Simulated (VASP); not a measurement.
Wanted: the native input for a VASP 6.6.1 run.

```yaml
Task: single point
Functional: LDA
Potentials_or_basis: VASP PAW LDA potentials, release 64 (Na_pv, H)
Cutoff: 500 eV
k_mesh: 6 × 6 × 6
Occupations: gaussian, width 0.1 eV
Spin: no spin polarisation
Dipole_correction: no
Further_INCAR_settings: ALGO = Normal; EDIFF = 1e-06; NBANDS = 11
```

The structure of NaH (lda) lies in POSCAR:

```
NaH
1.0
    0.0000000000      2.3864216700      2.3864216700
    2.3864216700      0.0000000000      2.3864216700
    2.3864216700      2.3864216700      0.0000000000
Na H
1 1
Direct
    0.0000000000      0.0000000000      0.0000000000
    0.5000000000      0.5000000000      0.5000000000
```

One way to write it, as run:

INCAR

```
  ALGO = Normal
  EDIFF = 1E-6
  ENCUT = 500
  GGA_COMPAT = F
  ISIF = 2
  ISMEAR = 0
  LASPH = T
  LCHARG = F
  LREAL = F
  LWAVE = F
  NBANDS = 11
  NELM = 120
  PREC = Accurate
  SIGMA = 0.1
```

KPOINTS

```
k-points
0
Gamma
  6 6 6
```

Potentials or basis: VASP PAW LDA potentials, release 64 (Na_pv, H).

Launch:

```sh
$ cat potpaw_LDA.64/Na_pv/POTCAR potpaw_LDA.64/H/POTCAR > POTCAR
$ mpirun -np 1 vasp_std > vasp.out
```

It gave:

```
Pressure               : -1.4 GPa
Band gap on the k mesh : 3.52 eV, indirect (least direct gap 4.40 eV)
```

Wall time 6.9 s on 1 thread of Intel Xeon 8259CL, with other jobs on the host, peak memory 0.13 GiB.
